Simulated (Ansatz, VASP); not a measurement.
# ZnO in VASP and in Ansatz

Contents of INCAR:

```
SYSTEM = ZnO
ALGO = Normal
EDIFF = 1E-6
ENCUT = 520
GGA = PE
ISIF = 2
ISMEAR = 0
LASPH = .TRUE.
LCHARG = .FALSE.
LREAL = .FALSE.
LWAVE = .FALSE.
NBANDS = 26
NELM = 100
PREC = Accurate
SIGMA = 0.1
```

The input KPOINTS:

```
k-points
0
G
  6 6 4
  0 0 0
```

File POSCAR:

```
ZnO
1.0
    3.2829429360      0.0000000000      0.0000000000
   -1.6414714680      2.8431119817      0.0000000000
    0.0000000000      0.0000000000      5.2842805200
Zn O
2 2
Direct
    0.3333333333      0.6666666667      0.8102439318
    0.6666666667      0.3333333333      0.3102439318
    0.6666666667      0.3333333333      0.6897650325
    0.3333333333      0.6666666667      0.1897650325
```

Input for Ansatz:

```yaml
crystal:
  lattice:
    - [3.282942936, 0.0, 0.0]
    - [-1.641471468, 2.8431119817, 0.0]
    - [0.0, 0.0, 5.28428052]
  atoms:
    - { symbol: Zn, position: [0.3333333333, 0.6666666667, 0.8102439318] }
    - { symbol: Zn, position: [0.6666666667, 0.3333333333, 0.3102439318] }
    - { symbol: O, position: [0.6666666667, 0.3333333333, 0.6897650325] }
    - { symbol: O, position: [0.3333333333, 0.6666666667, 0.1897650325] }
basis:
  ecutwfc: 420
kpoints:
  mp_grid: { grid: [6, 6, 4] }
hamiltonian:
  xc: pbe
scf:
  occupations: { method: gaussian, width: 0.1 }
  lower_state_search: "off"
output:
  forces: true
  stress: true
  eigenvalues: true
```

Change from the starting cell: the structure that the rattled cell fell into.

Alike in both runs: task single point; functional PBE; k mesh 6 × 6 × 4; occupations gaussian, width 0.1 eV; no spin polarisation.

|  | VASP | Ansatz |
| --- | --- | --- |
| version | VASP 6.6.1 | Ansatz 0.2.0 |
| potentials or method | VASP PAW PBE potentials, release 64 (Zn, O), cutoff 520 eV | scalar-relativistic, plane waves, PAW |
| valence electrons in the cell | 36 | 36 |

Ansatz gave:

| Item | Value |
| --- | --- |
| gap on the k mesh at the Fermi level (eV) | 0.75 |
| least direct gap on the mesh (eV) | 0.75 |
| pressure (GPa) | -0.1 |
| traceless stress, the component that is largest in VASP (GPa) | 0.24 |
| rms of the force components (eV/Å) | 0.004 |

Task: Which values does VASP return?

Result: gap on the k mesh at the Fermi level (eV): 0.73; least direct gap on the mesh (eV): 0.73; pressure (GPa): 0.8; traceless stress, the component that is largest in VASP (GPa): 0.25; rms of the force components (eV/Å): 0.004.

Atom by atom the forces differ by 0.000 eV/Å (rms over components).
